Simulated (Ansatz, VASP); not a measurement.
Two plane-wave programs on HgTe

```xyz
2
Lattice="0.0000 3.7213 2.4188 3.7213 0.0000 2.4188 3.7213 3.7213 0.0000" Properties=species:S:1:pos:R:3 pbc="T T T"
Hg    0.0000    0.0000    0.0000
Te    5.5819    5.5819    3.6282
```

Alike in both runs: task single point; functional PBE; k mesh 14 × 14 × 14; occupations gaussian, width 0.15 eV; no spin polarisation.

|  | VASP | Ansatz |
| --- | --- | --- |
| version | VASP 6.6.1 | Ansatz 0.2.0 |
| potentials or method | VASP PAW PBE potentials, release 64 (Hg, Te), cutoff 520 eV | scalar-relativistic, plane waves, PAW |
| valence electrons in the cell | 18 | 36 |

```csv
,VASP,Ansatz,Ansatz less VASP
gap on the k mesh at the Fermi level (eV),none,none,-
pressure (GPa),0.9,0.8,-0.07
"traceless stress, the component that is largest in VASP (GPa)",1.62,1.65,+0.031
```

A gap of «none» marks a metal or a gap that the smearing closes. VASP's potentials hold 18 valence electrons a cell and Ansatz's 36, so a difference there can come from the potentials and not from the codes.

Neither program's run includes spin-orbit coupling.
